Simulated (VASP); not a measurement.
# AlCu (rocksalt type) (Fm-3m) in VASP: a series of runs

The runs below take AlCu (rocksalt type) through single point, with r2SCAN.

All numbers are computed with VASP 6.6.1; they aren't measurements. Logs are shortened: lines on timing, memory, paths and dates and some standing lists are left out, and cuts for length are marked.

### 1 The cell of the first run

It takes space group Fm-3m (No. 225, cubic). The conventional cell has a = 4.477 Å, b = 4.477 Å, c = 4.477 Å, α = 90.00°, β = 90.00°, γ = 90.00°. Cu (site symmetry m-3m) has 6 Al at 2.24 Å within 3.0 Å. Al (site symmetry m-3m) has 6 Cu at 2.24 Å within 3.0 Å.

### 2 Single point, r2SCAN (11.22 Å³/atom)

Contents of POSCAR:

```
AlCu
1.0
    0.0000000000      2.2385737598      2.2385737598
    2.2385737598      0.0000000000      2.2385737598
    2.2385737598      2.2385737598      0.0000000000
Cu Al
1 1
Direct
    0.0000000000      0.0000000000      0.0000000000
    0.5000000000      0.5000000000      0.5000000000
```

Contents of INCAR.step1:

```
PREC = Accurate ; ENCUT = 520
ISMEAR = -1 ; SIGMA = 0.08
LREAL = False ; LASPH = True
NELM = 60 ; NBANDS = 14
GGA = PE ; ALGO = Normal
EDIFF = 1E-4 ; LWAVE = True
LCHARG = False
```

Contents of INCAR.step2:

```
PREC = Accurate ; ENCUT = 520
EDIFF = 1E-6 ; ISMEAR = -1
SIGMA = 0.08 ; LREAL = False
LASPH = True ; NELM = 60
ALGO = Normal ; ISIF = 2
LWAVE = False ; LCHARG = True
METAGGA = R2SCAN ; LMIXTAU = True
LELF = True ; LVHAR = True
NBANDS = 14 ; ISTART = 1
```

Contents of KPOINTS:

```
Automatic mesh
0
Gamma
  13 13 13
```

Potentials or basis: VASP PAW PBE potentials, release 64 (Cu, Al).

On the command line:

```sh
$ cat potpaw_PBE.64/Cu/POTCAR potpaw_PBE.64/Al/POTCAR > POTCAR
$ cp INCAR.step1 INCAR
$ mpirun -np 1 vasp_std > vasp.out
$ cp INCAR.step2 INCAR
$ mpirun -np 1 vasp_std > vasp.out
```

OUTCAR:

```text
PREC = Accurate
   ENCUT = 520
   EDIFF = 1E-6
   ISMEAR = -1
   LREAL = False
   LASPH = True
   NELM = 60
   ISIF = 2
   METAGGA = R2SCAN
   ISTART = 1

 ion  position               nearest neighbor table
   1  0.000  0.000  0.000-   2 2.24   2 2.24   2 2.24   2 2.24   2 2.24   2 2.24
   2  0.500  0.500  0.500-   1 2.24   1 2.24   1 2.24   1 2.24   1 2.24   1 2.24

  LATTYP: Found a face centered cubic cell.
 ALAT       =     4.4771475196

  Lattice vectors:

 A1 = (   0.0000000000,   2.2385737598,   2.2385737598)
 A2 = (   2.2385737598,   0.0000000000,   2.2385737598)
 A3 = (   2.2385737598,   2.2385737598,   0.0000000000)

Analysis of symmetry for initial positions (statically):
=====================================================================
 Subroutine PRICEL returns:
 Original cell was already a primitive cell.

 Routine SETGRP: Setting up the symmetry group for a
 face centered cubic supercell.

 Subroutine GETGRP returns: Found 48 space group operations
 (whereof 48 operations were pure point group operations)
 out of a pool of 48 trial point group operations.

The static configuration has the point symmetry O_h .

Analysis of symmetry for dynamics (positions and initial velocities):
=====================================================================
 Subroutine PRICEL returns:
 Original cell was already a primitive cell.

 Routine SETGRP: Setting up the symmetry group for a
 face centered cubic supercell.

 Subroutine GETGRP returns: Found 48 space group operations
 (whereof 48 operations were pure point group operations)
 out of a pool of 48 trial point group operations.

The dynamic configuration has the point symmetry O_h .

 Subroutine INISYM returns: Found 48 space group operations
 (whereof 48 operations are pure point group operations),
 and found     1 'primitive' translations

----------------------------------------------------------------------------------------

                                     Primitive cell

  volume of cell :      22.4359

  direct lattice vectors                    reciprocal lattice vectors
     0.000000000  2.238573760  2.238573760    -0.223356500  0.223356500  0.223356500
     2.238573760  0.000000000  2.238573760     0.223356500 -0.223356500  0.223356500
     2.238573760  2.238573760  0.000000000     0.223356500  0.223356500 -0.223356500

  length of vectors
     3.165821371  3.165821371  3.165821371     0.386864806  0.386864806  0.386864806

  position of ions in fractional coordinates (direct lattice)
     0.000000000  0.000000000  0.000000000
     0.500000000  0.500000000  0.500000000

  ion indices of the primitive-cell ions
   primitive index   ion index
                 1           1
                 2           2

----------------------------------------------------------------------------------------

 KPOINTS: Automatic mesh

Automatic generation of k-mesh.
 Grid dimensions read from file:
 generate k-points for:   13   13   13

 Generating k-lattice:

  Cartesian coordinates                     Fractional coordinates (reciprocal lattice)
    -0.017181269  0.017181269  0.017181269     0.076923077  0.000000000  0.000000000
     0.017181269 -0.017181269  0.017181269     0.000000000  0.076923077  0.000000000
     0.017181269  0.017181269 -0.017181269     0.000000000  0.000000000  0.076923077

  Length of vectors
     0.029758831  0.029758831  0.029758831

  Shift w.r.t. Gamma in fractional coordinates (k-lattice)
     0.000000000  0.000000000  0.000000000

 Subroutine IBZKPT returns following result:
 ===========================================

 Found     84 irreducible k-points:

 Following reciprocal coordinates:
            Coordinates               Weight
  0.000000  0.000000  0.000000      1.000000
  0.076923  0.000000  0.000000      8.000000
  0.153846  0.000000  0.000000      8.000000
  0.230769  0.000000  0.000000      8.000000
  0.307692  0.000000  0.000000      8.000000
  0.384615  0.000000  0.000000      8.000000
[... 16 lines left out ...]
  0.384615  0.153846  0.000000     24.000000
  0.461538  0.153846  0.000000     24.000000
 [... further k-points ...]
   k-points           NKPTS =     84   k-points in BZ     NKDIM =     84   number of bands    NBANDS=     14
   number of dos      NEDOS =    301   number of ions     NIONS =      2
   total plane-waves  NPLWV =  13824
   dimension x,y,z NGX =    24 NGY =   24 NGZ =   24
   dimension x,y,z NGXF=    48 NGYF=   48 NGZF=   48
   ions per type =               1   1
   NGX,Y,Z   is equivalent  to a cutoff of  12.60, 12.60, 12.60 a.u.
   NGXF,Y,Z  is equivalent  to a cutoff of  25.21, 25.21, 25.21 a.u.
 SYSTEM =  unknown system
   PREC   = accura    normal or accurate (medium, high low for compatibility)
   ISTART =      1    job   : 0-new  1-cont  2-samecut
   ICHARG =      0    charge: 1-file 2-atom 10-const
   ISPIN  =      1    spin polarized calculation?
   LNONCOLLINEAR =      F non collinear calculations
   LSORBIT =      F    spin-orbit coupling
   LASPH  =      T    aspherical Exc in radial PAW
   ENCUT  =  520.0 eV  38.22 Ry    6.18 a.u.   5.89  5.89  5.89*2*pi/ulx,y,z
   NELM   =     60;   NELMIN=  2; NELMDL=  0     # of ELM steps
   EDIFF  = 0.1E-05   stopping-criterion for ELM
   LREAL  =      F    real-space projection
   EDIFFG = 0.1E-04   stopping-criterion for IOM
   NSW    =      0    number of steps for IOM
   IBRION =     -1    ionic relax: 0-MD 1-quasi-New 2-CG
   NFREE  =      0    steps in history (QN), initial steepest desc. (CG)
   ISIF   =      2    stress and relaxation
   ISYM   =      2    0-nonsym 1-usesym 2-fastsym
   POTIM  = 0.5000    time-step for ionic-motion
   TEBEG  =    0.0;   TEEND  =   0.0 temperature during run
   PSTRESS=    0.0 pullay stress
   NELECT =      14.0000    total number of electrons
   NUPDOWN=      -1.0000    fix difference up-down
   EMIN   =  10.00;   EMAX   =-10.00  energy-range for DOS
   EFERMI =   0.00;   METHOD = LEGACY
   ISMEAR =    -1;   SIGMA  =   0.08  broadening in eV -4-tet -1-fermi 0-gaus
   EFERMI_NEDOS =   21; number of points for ismear=-14 and -15
   IALGO  =     38    algorithm
   IMIX   =      4    mixing-type and parameters
     AMIX     =   0.40;   BMIX     =  1.00
     AMIX_MAG =   1.60;   BMIX_MAG =  1.00
  volume/ion in A,a.u.               =      11.22        75.70
  Fermi-wavevector in a.u.,A,eV,Ry     =   1.398952  2.643636 26.627503  1.957066
  Thomas-Fermi vector in A             =   2.522059
   LORBIT       =      0    0 simple, 1 ext, 2 COOP (PROOUT), +10 PAW based schemes
   METAGGA = R2SCAN    functional components
   LHFCALC =     F    Hartree Fock is set to
   AEXX    =    0.0000 exact exchange contribution
   IVDW    =     0    specifies the selected vdW correction
   LEPSILON=     F    determine dielectric tensor
   LRPA    =     F    only Hartree local field effects (RPA)
 non-spin polarized calculation
  energy-cutoff  :      520.00
  volume of cell :       22.44
 maximum number of plane-waves:       620
   NGX = 11   NGY = 11   NGZ = 11

 number of electron      14.0000003 magnetization

 Free energy of the ion-electron system (eV)
  ---------------------------------------------------
  ext. energy  EPLUGINS =         0.00000000
  ---------------------------------------------------
  free energy    TOTEN  =       -15.75740413 eV

  energy without entropy =      -15.74794163  energy(sigma->0) =      -15.75267288

 E-fermi :  10.9346     XC(G=0): -13.3153

 val. band max:       10.9231295747   @ k =   0.4615   0.3846   0.0769
 cond. band min:      10.9557653579   @ k =  -0.3846   0.4615   0.1538
 fundamental gap:      0.0326357832
 Fermi energy:        10.9346238633

 k-point     1 :       0.0000    0.0000    0.0000
  band No.  band energies     occupation
      1      -2.1819      2.00000
      2       5.5269      2.00000
      3       5.5270      2.00000
      4       5.5270      2.00000
      5       5.6245      2.00000
      6       5.6245      2.00000
      7      18.8790      0.00000
      8      18.8790      0.00000
      9      18.8790      0.00000
     10      21.7317      0.00000
     11      21.7317      0.00000
     12      21.7318      0.00000
     13      23.1937      0.00000
     14      27.2574      0.00000

 k-point     2 :       0.0769    0.0000    0.0000
  band No.  band energies     occupation
      1      -2.0389      2.00000
      2       5.4926      2.00000
      3       5.5437      2.00000
      4       5.5438      2.00000
      5       5.6224      2.00000
      6       5.6224      2.00000
      7      17.5075      0.00000
      8      18.6688      0.00000
      9      18.6688      0.00000
     10      21.5249      0.00000
     11      22.1404      0.00000
     12      22.1404      0.00000
     13      24.7358      0.00000
     14      25.7895      0.00000

 k-point     3 :       0.1538    0.0000    0.0000
  band No.  band energies     occupation
      1      -1.6134      2.00000
      2       5.3937      2.00000
      3       5.5096      2.00000
      4       5.5097      2.00000
      5       5.6997      2.00000
      6       5.6998      2.00000
      7      15.0827      0.00000
      8      18.2616      0.00000
      9      18.2616      0.00000
     10      21.4174      0.00000
     11      23.0062      0.00000
     12      23.0062      0.00000
     13      24.2156      0.00000
     14      24.2157      0.00000
[... 324 lines left out ...]
 k-point    23 :       0.3846    0.1538    0.0000
  band No.  band energies     occupation
      1       0.8547      2.00000
      2       4.8401      2.00000
      3       5.1590      2.00000
      4       5.4680      2.00000
      5       6.1349      2.00000
      6       6.1813      2.00000
      7      10.0091      1.99998
      8      14.9978      0.00000
      9      15.9690      0.00000
     10      18.2781      0.00000
     11      22.7023      0.00000
     12      23.8790      0.00000
     13      25.2314      0.00000
     14      28.0514      0.00000

 k-point    24 :       0.4615    0.1538    0.0000
  band No.  band energies     occupation
      1       2.0144      2.00000
      2       4.4348      2.00000
      3       5.1345      2.00000
      4       5.3916      2.00000
      5       6.2747      2.00000
      6       6.3635      2.00000
      7       8.3001      2.00000
      8      14.9237      0.00000
      9      15.1378      0.00000
     10      18.3926      0.00000
     11      22.9797      0.00000
     12      24.0622      0.00000
     13      25.5934      0.00000
     14      27.8470      0.00000

 [... further k-points ...]
[... 5 lines left out ...]
  --------------------------------------------------------------------------------------
  -------------------------------------------------------------------------------------
  Total        8.2898316      8.2898316      8.2898316      0.0000000      0.0000000      0.0000000
  in kB      591.9868601    591.9868601    591.9868601      0.0000000      0.0000000      0.0000000
  external PRESSURE =     591.9868601 kB  Pullay stress =       0.0000000 kB

 VOLUME and BASIS-vectors are now :
 -----------------------------------------------------------------------------
  energy-cutoff  :      520.00
  volume of cell :       22.44
      direct lattice vectors                 reciprocal lattice vectors
     0.000000000  2.238573760  2.238573760    -0.223356500  0.223356500  0.223356500
     2.238573760  0.000000000  2.238573760     0.223356500 -0.223356500  0.223356500
     2.238573760  2.238573760  0.000000000     0.223356500  0.223356500 -0.223356500

 POSITION                                       TOTAL-FORCE (eV/Angst)
 -----------------------------------------------------------------------------------
      0.00000      0.00000      0.00000        -0.000000     -0.000000     -0.000000
      2.23857      2.23857      2.23857         0.000000      0.000000      0.000000
 -----------------------------------------------------------------------------------
    total drift:                                0.000000     -0.000000     -0.000000

  FREE ENERGIE OF THE ION-ELECTRON SYSTEM (eV)
  ---------------------------------------------------
  free  energy   TOTEN  =       -15.7574041333 eV

  energy  without entropy=      -15.7479416320  energy(sigma->0) =      -15.75267288
```

Run time: 41 s. Hardware: 1 thread of Intel Xeon 6975P-C (Granite Rapids), shared host; peak memory 0.16 GiB.

What came out:

```
Free energy            : -15.7574 eV
Pressure               : 59.2 GPa
Band gap on the k mesh : zero (bands 7 and 8 overlap by 9.86 eV)
```

Caveat: the cell stands under pressure; the PAW data sets were made with another functional, which shifts forces and pressure a little.

(Continued in part 2 of 2.)

The gap in the log of VASP goes by the Fermi energy; the results here count the filled bands.